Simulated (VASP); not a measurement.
Runs of VASP 6.6.1 on Si2C. The structure is that of space group P-3m1 (No. 164), or close to it. The cells are those of the table. 

```tsv
task	spin	cell	k mesh	cutoff (eV)	gap on the mesh (eV)	pressure (GPa)	relaxed volume (Å³/atom)	largest force (eV/Å)
single point	off	a = 3.238, b = 3.238, c = 8.625 Å, angles 90.0, 90.0, 120.0°, 6 atoms	12 × 12 × 6	520	none	-0.1	-	0.01
relaxation of cell and atoms	off	relaxed from a = 3.441, b = 3.441, c = 8.428 Å, angles 90.0, 90.0, 120.0°, 6 atoms	6 × 6 × 2	600	none	0.0	13.02	0.02
relaxation of cell and atoms	off	relaxed from a = 3.232, b = 3.232, c = 8.650 Å, angles 90.0, 90.0, 120.0°, 6 atoms	12 × 12 × 6	600	none	0.0	(a)	0.01
single point	collinear, ferromagnetic start	a = 3.232, b = 3.232, c = 8.650 Å, angles 90.0, 90.0, 120.0°, 6 atoms	6 × 6 × 2	520	none	-0.2	-	0.03
single point	off	a = 3.232, b = 3.232, c = 8.650 Å, angles 90.0, 90.0, 120.0°, 6 atoms	6 × 6 × 2	520	none	-0.2	-	0.03
single point	off	a = 3.441, b = 3.441, c = 8.428 Å, angles 90.0, 90.0, 120.0°, 6 atoms	6 × 6 × 2	520	0.51	-0.3	-	(b)
```

Alike in all rows: level PBE; potentials or basis VASP PAW PBE potentials, release 64 (Si, C); smearing gaussian 0.1 eV.

Q: Estimate the missing entries.

A: (a) 13.04; (b) 5.47.

Caveats: some runs use coarse meshes; forces of over 1 eV/Å act on the atoms, so gaps and moduli don't describe the material at rest (some runs).

A k mesh can miss the band edges.

A gap of «none» marks levels without a gap at the run's occupations.
